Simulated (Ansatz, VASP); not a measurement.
**One calculation of TiAl3, two programs**

Contents of INCAR:

```
SYSTEM = TiAl3
PREC     = Accurate       ! precision mode
ENCUT    = 520            ! plane-wave cutoff, eV
EDIFF    = 1E-7           ! SCF threshold, eV
ISMEAR   = 0              ! smearing method
SIGMA    = 0.15           ! smearing width, eV
LREAL    = .FALSE.        ! projectors in reciprocal space
LASPH    = .TRUE.         ! aspherical terms in the spheres
NELM     = 80             ! most SCF steps
ALGO     = Fast           ! electronic algorithm
ISIF     = 2              ! what is computed and relaxed
LWAVE    = .FALSE.        ! write WAVECAR
LCHARG   = .TRUE.         ! write CHGCAR
GGA      = PE             ! functional
LELF     = .TRUE.         ! ELF
LVHAR    = .TRUE.       
NBANDS   = 18             ! bands
```

Contents of KPOINTS:

```
regular mesh
0
G
  16 16 16
  0 0 0
```

Contents of POSCAR:

```
TiAl3
1.0
   -1.9397934874      1.9397934874      4.2349571417
    1.9397934874     -1.9397934874      4.2349571417
    1.9397934874      1.9397934874     -4.2349571417
Ti Al
1 3
Direct
    0.0000000000      0.0000000000      0.0000000000
    0.5000000000      0.5000000000      0.0000000000
    0.7500000000      0.2500000000      0.5000000000
    0.2500000000      0.7500000000      0.5000000000
```

Input for Ansatz:

```yaml
crystal:
  lattice:
    - [-1.9397934874, 1.9397934874, 4.2349571417]
    - [1.9397934874, -1.9397934874, 4.2349571417]
    - [1.9397934874, 1.9397934874, -4.2349571417]
  atoms:
    - { symbol: Ti, position: [0.0, 0.0, 0.0] }
    - { symbol: Al, position: [0.5, 0.5, 0.0] }
    - { symbol: Al, position: [0.75, 0.25, 0.5] }
    - { symbol: Al, position: [0.25, 0.75, 0.5] }
basis:
  ecutwfc: 520.0
kpoints:
  mp_grid: { grid: [16, 16, 16] }
hamiltonian:
  xc: pbe
  pseudopotentials: { kind: paw, azcp: { folder: soft_1 } }
scf:
  occupations: { method: gaussian, width: 0.15 }
output:
  forces: true
  stress: true
  eigenvalues: true
  write_density: true
  write_potential: true
  elf: true
  volumetric_format: npy
```

Alike in both runs: task single point; functional PBE; k mesh 16 × 16 × 16; occupations gaussian, width 0.15 eV; no spin polarisation.

|  | VASP | Ansatz |
| --- | --- | --- |
| version | VASP 6.6.1 | Ansatz 0.2.0 |
| potentials or method | VASP PAW PBE potentials, release 64 (Ti_sv, Al), cutoff 520 eV | scalar-relativistic, plane waves, PAW |
| valence electrons in the cell | 21 | 21 |

```csv
,VASP,Ansatz,Ansatz less VASP
gap on the k mesh at the Fermi level (eV),none,none,-
pressure (GPa),0.0,0.0,0.00
"traceless stress, the component that is largest in VASP (GPa)",3.01,3.01,0.000
```

A gap of «none» marks a metal or a gap that the smearing closes.
